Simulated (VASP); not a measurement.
# Si8HC in VASP: single point with LDA

Aim: the single point of Si8HC with LDA.

Program: VASP 6.6.1. These are calculated values, not measurements. Logs are shortened: lines on timing, memory, paths and dates and some standing lists are left out, and cuts for length are marked.

## (1) The cell of the first run

The cell holds a slab with vacuum, 10 atoms: a = 3.802 Å, b = 6.289 Å, c = 20.796 Å, α = 90.00°, β = 90.00°, γ = 90.00°.

## (2) Single point, LDA, collinear spin

Contents of INCAR:

```
SYSTEM = Si8HC
ALGO = Normal
DIPOL = 0.5 0.5 0.332
EDIFF = 1E-7
ENCUT = 520
GGA = CA
IDIPOL = 3
ISIF = 2
ISMEAR = 0
ISPIN = 2
LASPH = .TRUE.
LCHARG = .FALSE.
LDIPOL = .TRUE.
LORBIT = 11
LREAL = .FALSE.
LWAVE = .FALSE.
MAGMOM = 0 0 0 0 0 0 0 0 1 0
NBANDS = 34
NELM = 150
PREC = Accurate
SIGMA = 0.05
```

Contents of KPOINTS:

```
k-points
0
G
  7 4 1
  0 0 0
```

Contents of POSCAR:

```
Si8HC
1.0
    3.8016851341      0.0000000000      0.0000000000
    0.0000000000      6.2886938855      0.0000000000
    0.0000000000      0.0000000000     20.7958973402
Si C H
8 1 1
Direct
    0.0000000000      0.9369639535      0.1923456312
    0.0000000000      0.5630360465      0.1923456312
    0.5000000000      0.4369639535      0.2451181540
    0.5000000000      0.0630360465      0.2451181540
    0.5000000000      0.9330298456      0.3512004366
    0.5000000000      0.5669701544      0.3512004366
    0.0000000000      0.4261576321      0.3941112618
    0.0000000000      0.0738423679      0.3941112618
    0.3333333333      0.4261576321      0.4493748213
    0.3333333333      0.4261576321      0.5021479729
```

Potentials or basis: VASP PAW LDA potentials, release 64 (Si, C, H).

Command:

```
> cat potpaw_LDA.64/Si/POTCAR potpaw_LDA.64/C/POTCAR potpaw_LDA.64/H/POTCAR > POTCAR
> mpirun -np 1 vasp_std > vasp.out
```

OUTCAR:

```text
SYSTEM = Si8HC
   EDIFF = 1E-7
   ENCUT = 520
   GGA = CA
   ISIF = 2
   ISMEAR = 0
   ISPIN = 2
   LASPH = .TRUE.
   LORBIT = 11
   LREAL = .FALSE.
   NELM = 150
   PREC = Accurate

 ion  position               nearest neighbor table
   1  0.000  0.937  0.192-   4 2.33   4 2.33   2 2.35
   2  0.000  0.563  0.192-   3 2.33   3 2.33   1 2.35
   3  0.500  0.437  0.245-   2 2.33   2 2.33   4 2.35   6 2.35
   4  0.500  0.063  0.245-   1 2.33   1 2.33   3 2.35   5 2.35
   5  0.500  0.933  0.351-   8 2.28   8 2.28   6 2.30   4 2.35
   6  0.500  0.567  0.351-   7 2.28   7 2.28   5 2.30   9 2.31   3 2.35
   7  0.000  0.426  0.394-   9 1.71   8 2.22   6 2.28   6 2.28
   8  0.000  0.074  0.394-   7 2.22   5 2.28   5 2.28
   9  0.333  0.426  0.449-  10 1.10   7 1.71   6 2.31
  10  0.333  0.426  0.502-   9 1.10

  LATTYP: Found a simple orthorhombic cell.
 ALAT       =     3.8016851341
 B/A-ratio  =     1.6541858843
 C/A-ratio  =     5.4701787777

  Lattice vectors:

 A1 = (   3.8016851341,   0.0000000000,   0.0000000000)
 A2 = (   0.0000000000,   6.2886938855,   0.0000000000)
 A3 = (   0.0000000000,   0.0000000000,  20.7958973402)

Analysis of symmetry for initial positions (statically):
=====================================================================
 Subroutine PRICEL returns:
 Original cell was already a primitive cell.

 Routine SETGRP: Setting up the symmetry group for a
 simple orthorhombic supercell.

 Subroutine GETGRP returns: Found  1 space group operations
 (whereof  1 operations were pure point group operations)
 out of a pool of  8 trial point group operations.

The static configuration has the point symmetry C_1 .

Analysis of symmetry for dynamics (positions and initial velocities):
=====================================================================
 Subroutine PRICEL returns:
 Original cell was already a primitive cell.

 Routine SETGRP: Setting up the symmetry group for a
 simple orthorhombic supercell.

 Subroutine GETGRP returns: Found  1 space group operations
 (whereof  1 operations were pure point group operations)
 out of a pool of  8 trial point group operations.

The dynamic configuration has the point symmetry C_1 .

Analysis of structural, dynamic, and magnetic symmetry:
=====================================================================
 Subroutine PRICEL returns:
 Original cell was already a primitive cell.

 Routine SETGRP: Setting up the symmetry group for a
 simple orthorhombic supercell.

 Subroutine GETGRP returns: Found  1 space group operations
 (whereof  1 operations were pure point group operations)
 out of a pool of  8 trial point group operations.

The overall configuration has the point symmetry C_1 .

 Subroutine INISYM returns: Found  1 space group operations
 (whereof  1 operations are pure point group operations),
 and found     1 'primitive' translations

----------------------------------------------------------------------------------------

                                     Primitive cell

  volume of cell :     497.1807

  direct lattice vectors                    reciprocal lattice vectors
     3.801685134  0.000000000  0.000000000     0.263041247  0.000000000  0.000000000
     0.000000000  6.288693885  0.000000000     0.000000000  0.159015531  0.000000000
     0.000000000  0.000000000 20.795897340     0.000000000  0.000000000  0.048086408

  length of vectors
     3.801685134  6.288693885 20.795897340     0.263041247  0.159015531  0.048086408

  position of ions in fractional coordinates (direct lattice)
     0.000000000  0.936963953  0.192345631
     0.000000000  0.563036047  0.192345631
     0.500000000  0.436963953  0.245118154
     0.500000000  0.063036047  0.245118154
     0.500000000  0.933029846  0.351200437
     0.500000000  0.566970154  0.351200437
     0.000000000  0.426157632  0.394111262
     0.000000000  0.073842368  0.394111262
     0.333333333  0.426157632  0.449374821
     0.333333333  0.426157632  0.502147973

  ion indices of the primitive-cell ions
   primitive index   ion index
                 1           1
                 2           2
                 3           3
                 4           4
                 5           5
                 6           6
                 7           7
                 8           8
                 9           9
                10          10

----------------------------------------------------------------------------------------

 KPOINTS: k-points

Automatic generation of k-mesh.
 Grid dimensions read from file:
 generate k-points for:    7    4    1

 Generating k-lattice:

  Cartesian coordinates                     Fractional coordinates (reciprocal lattice)
     0.037577321  0.000000000  0.000000000     0.142857143  0.000000000  0.000000000
     0.000000000  0.039753883  0.000000000     0.000000000  0.250000000  0.000000000
[... 22 lines left out ...]
  0.285714  0.250000  0.000000      2.000000
  0.285714 -0.250000  0.000000      2.000000
  0.428571  0.250000  0.000000      2.000000
  0.428571 -0.250000  0.000000      2.000000
  0.000000  0.500000  0.000000      1.000000
  0.142857  0.500000  0.000000      2.000000
  0.285714  0.500000  0.000000      2.000000
  0.428571  0.500000  0.000000      2.000000
   k-points           NKPTS =     15   k-points in BZ     NKDIM =     15   number of bands    NBANDS=     34
   number of dos      NEDOS =    301   number of ions     NIONS =     10
   total plane-waves  NPLWV = 215040
   dimension x,y,z NGX =    28 NGY =   48 NGZ =  160
   dimension x,y,z NGXF=    56 NGYF=   96 NGZF=  320
   ions per type =               8   1   1
   NGX,Y,Z   is equivalent  to a cutoff of  12.24, 12.69, 12.79 a.u.
   NGXF,Y,Z  is equivalent  to a cutoff of  24.49, 25.38, 25.58 a.u.
 SYSTEM =  Si8HC
   PREC   = accura    normal or accurate (medium, high low for compatibility)
   ISTART =      0    job   : 0-new  1-cont  2-samecut
   ICHARG =      2    charge: 1-file 2-atom 10-const
   ISPIN  =      2    spin polarized calculation?
   LNONCOLLINEAR =      F non collinear calculations
   LSORBIT =      F    spin-orbit coupling
   LASPH  =      T    aspherical Exc in radial PAW
   ENCUT  =  520.0 eV  38.22 Ry    6.18 a.u.   7.07 11.69 38.67*2*pi/ulx,y,z
   NELM   =    150;   NELMIN=  2; NELMDL= -5     # of ELM steps
   EDIFF  = 0.1E-06   stopping-criterion for ELM
   LREAL  =      F    real-space projection
   EDIFFG = 0.1E-05   stopping-criterion for IOM
   NSW    =      0    number of steps for IOM
   IBRION =     -1    ionic relax: 0-MD 1-quasi-New 2-CG
   NFREE  =      0    steps in history (QN), initial steepest desc. (CG)
   ISIF   =      2    stress and relaxation
   ISYM   =      2    0-nonsym 1-usesym 2-fastsym
   POTIM  = 0.5000    time-step for ionic-motion
   TEBEG  =    0.0;   TEEND  =   0.0 temperature during run
   PSTRESS=    0.0 pullay stress
   NELECT =      37.0000    total number of electrons
   NUPDOWN=      -1.0000    fix difference up-down
   EMIN   =  10.00;   EMAX   =-10.00  energy-range for DOS
   EFERMI =   0.00;   METHOD = LEGACY
   ISMEAR =     0;   SIGMA  =   0.05  broadening in eV -4-tet -1-fermi 0-gaus
   EFERMI_NEDOS =   21; number of points for ismear=-14 and -15
   IALGO  =     38    algorithm
   IMIX   =      4    mixing-type and parameters
     AMIX     =   0.40;   BMIX     =  1.00
     AMIX_MAG =   1.60;   BMIX_MAG =  1.00
  volume/ion in A,a.u.               =      49.72       335.51
  Fermi-wavevector in a.u.,A,eV,Ry     =   0.688606  1.301276  6.451582  0.474178
  Thomas-Fermi vector in A             =   1.769454
   LORBIT       =     11    0 simple, 1 ext, 2 COOP (PROOUT), +10 PAW based schemes
   GGA     = CA    functional components
   LHFCALC =     F    Hartree Fock is set to
   AEXX    =    0.0000 exact exchange contribution
   IVDW    =     0    specifies the selected vdW correction
   LEPSILON=     F    determine dielectric tensor
   LRPA    =     F    only Hartree local field effects (RPA)
 spin polarized calculation
 Gauss-broadening in eV      SIGMA  =   0.05
  energy-cutoff  :      520.00
  volume of cell :      497.18
 maximum number of plane-waves:     13430
   NGX = 15   NGY = 23   NGZ = 77

 dipolmoment           0.000000      0.000000      0.123153 electrons x Angstroem

 number of electron      37.0000001 magnetization      -0.0000053

 number of electron      37.0000001 magnetization       0.0000035

 dipolmoment           0.000000      0.000000     -0.059731 electrons x Angstroem

 Free energy of the ion-electron system (eV)
  ---------------------------------------------------
  ext. energy  EPLUGINS =         0.00000000
  ---------------------------------------------------
  free energy    TOTEN  =       -53.58536803 eV

  energy without entropy =      -53.58251055  energy(sigma->0) =      -53.58393929

 E-fermi :  -1.2224     XC(G=0):  -4.0491

 val. band max:       -1.2655091892   @ k =   0.0000   0.0000   0.0000
 cond. band min:      -1.1847081553   @ k =   0.2857  -0.2500   0.0000
 fundamental gap:      0.0808010339
 Fermi energy:        -1.2223749581

 spin component 1

 k-point     1 :       0.0000    0.0000    0.0000
  band No.  band energies     occupation
      1     -14.1828      1.00000
      2     -12.3786      1.00000
      3     -11.1163      1.00000
      4     -10.3786      1.00000
      5      -9.1736      1.00000
      6      -8.5007      1.00000
[... 484 lines left out ...]
     29       3.5031      0.00000
     30       3.6787      0.00000
 Fermi energy:        -1.2223749581

 spin component 2

 k-point     1 :       0.0000    0.0000    0.0000
  band No.  band energies     occupation
      1     -14.1828      1.00000
      2     -12.3786      1.00000
      3     -11.1163      1.00000
      4     -10.3786      1.00000
      5      -9.1736      1.00000
      6      -8.5007      1.00000
[... 484 lines left out ...]
     29       3.5031      0.00000
     30       3.6787      0.00000
 [bands above 30 left out]

------------------------ aborting loop because EDIFF is reached ----------------------------------------

 vacuum level on the upper side and lower side of the slab       (xc-potential included)        -0.257         0.151

  FORCE on cell =-STRESS in cart. coord.  units (eV):
  Direction    XX          YY          ZZ          XY          YZ          ZX
  --------------------------------------------------------------------------------------
  -------------------------------------------------------------------------------------
  Total        2.9349268      1.7068137     -1.3123023      0.0798944      1.0538487      2.2639594
  in kB        9.4578754      5.5002501     -4.2289273      0.2574617      3.3960540      7.2956661
  external PRESSURE =       3.5763994 kB  Pullay stress =       0.0000000 kB

 VOLUME and BASIS-vectors are now :
 -----------------------------------------------------------------------------
  energy-cutoff  :      520.00
  volume of cell :      497.18
      direct lattice vectors                 reciprocal lattice vectors
     3.801685134  0.000000000  0.000000000     0.263041247  0.000000000  0.000000000
     0.000000000  6.288693885  0.000000000     0.000000000  0.159015531  0.000000000
     0.000000000  0.000000000 20.795897340     0.000000000  0.000000000  0.048086408

 POSITION                                       TOTAL-FORCE (eV/Angst)
 -----------------------------------------------------------------------------------
      0.00000      5.89228      4.00000         0.061536     -0.529613      0.619789
      0.00000      3.54076      4.00000        -0.076499      0.408191      0.540335
      1.90084      2.74793      5.09745         0.022633     -0.110192     -0.658143
      1.90084      0.39641      5.09745         0.012906      0.094851     -0.638780
      1.90084      5.86754      7.30353        -0.225438     -0.101819      0.101347
      1.90084      3.56550      7.30353         0.299302      0.508201      0.443077
      0.00000      2.67997      8.19590        -1.686840      0.112318     -0.411462
      0.00000      0.46437      8.19590         0.202128     -0.594997     -0.007557
      1.26723      2.67997      9.34515         0.679812     -0.346938     -0.030602
      1.26723      2.67997     10.44262         0.710460      0.559997      0.041998
 -----------------------------------------------------------------------------------
    total drift:                                0.000014     -0.000020      0.000022

  FREE ENERGIE OF THE ION-ELECTRON SYSTEM (eV)
  ---------------------------------------------------
  free  energy   TOTEN  =       -53.5853680256 eV

  energy  without entropy=      -53.5825105517  energy(sigma->0) =      -53.58393929

 vacuum level on the upper side and lower side of the slab         3.247         3.681

 total charge

# of ion       s       p       d       tot
------------------------------------------
    1        0.807   0.851   0.000   1.657
    2        0.804   0.859   0.000   1.663
    3        0.774   0.914   0.000   1.687
    4        0.777   0.912   0.000   1.689
    5        0.778   0.949   0.000   1.727
    6        0.781   0.929   0.000   1.710
    7        0.777   1.008   0.000   1.785
    8        0.810   0.892   0.000   1.701
    9        0.874   1.527   0.000   2.401
   10        0.594   0.049   0.000   0.643
--------------------------------------------------
tot          7.776   8.887   0.000  16.664

 magnetization (x)

# of ion       s       p       d       tot
------------------------------------------
    1       -0.000  -0.000   0.000  -0.000
    2        0.000  -0.000   0.000  -0.000
    3        0.000   0.000   0.000   0.000
    4        0.000   0.000   0.000   0.000
    5        0.000  -0.000   0.000   0.000
    6        0.000  -0.000   0.000   0.000
    7        0.000   0.000   0.000   0.000
    8        0.000   0.000   0.000   0.000
    9        0.000   0.000   0.000   0.000
   10        0.000  -0.000   0.000  -0.000
--------------------------------------------------
tot          0.000   0.000   0.000   0.000
```

It took 9.9 min on 1 thread of Intel Xeon 6975P-C (Granite Rapids), shared host; peak memory 0.66 GiB.

What came out:

```yaml
Free_energy: -53.5854 eV
Largest_force: 1.740 eV/Å
Net_moment: 0.00 μB per cell
Valence_electrons_inside_the_program's_atomic_spheres: Si 1.66, 1.69, 1.73, 1.71, 1.78, 1.70 (each value once); C 2.40; H 0.64
```

Forces in eV/Å, atoms in the order of the input:
```
Si   0.062 -0.530  0.620
Si  -0.076  0.408  0.540
Si   0.023 -0.110 -0.658
Si   0.013  0.095 -0.639
Si  -0.225 -0.102  0.101
Si   0.299  0.508  0.443
Si  -1.687  0.112 -0.411
Si   0.202 -0.595 -0.008
C    0.680 -0.347 -0.031
H    0.710  0.560  0.042
```
